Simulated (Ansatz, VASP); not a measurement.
# NiGe3: VASP beside Ansatz

```
Ni Ge
1.0
     3.14269    0.00000    0.00000
    -1.57135    2.72165    0.00000
     0.00000    0.00000   15.48692
Ni Ge
2 6
Direct
  0.00000 0.00000 0.00000
  0.00000 0.00000 0.50000
  0.33333 0.66667 0.10524
  0.66667 0.33333 0.60524
  0.33333 0.66667 0.39476
  0.66667 0.33333 0.89476
  0.33333 0.66667 0.75000
  0.66667 0.33333 0.25000
```

Change from the starting cell: species swapped into the Co3H type (P6_3/mmc, No. 194).

Alike in both runs: functional PBE; k mesh 12 × 12 × 2; occupations gaussian, width 0.1 eV; no spin polarisation.

Ansatz relaxed the structure, and its values are those at the end. VASP's run is a single point on that final structure, the one shown.

|  | VASP | Ansatz |
| --- | --- | --- |
| version | VASP 6.6.1 | Ansatz 0.2.0 |
| potentials or method | VASP PAW PBE potentials, release 64 (Ni, Ge_d), cutoff 520 eV | scalar-relativistic, plane waves, PAW |
| valence electrons in the cell | 104 | 120 |

|  | VASP | Ansatz | Ansatz less VASP |
| --- | --- | --- | --- |
| gap on the k mesh at the Fermi level (eV) | none | none | - |
| pressure (GPa) | 0.1 | 0.0 | -0.13 |
| rms of the force components (eV/Å) | 0.005 | 0.000 | -0.0040 |

A gap of «none» marks a metal or a gap that the smearing closes. The functional is the same, so the differences come from potentials, cutoffs and numerics. VASP's potentials hold 104 valence electrons a cell and Ansatz's 120, so a difference there can come from the potentials and not from the codes.
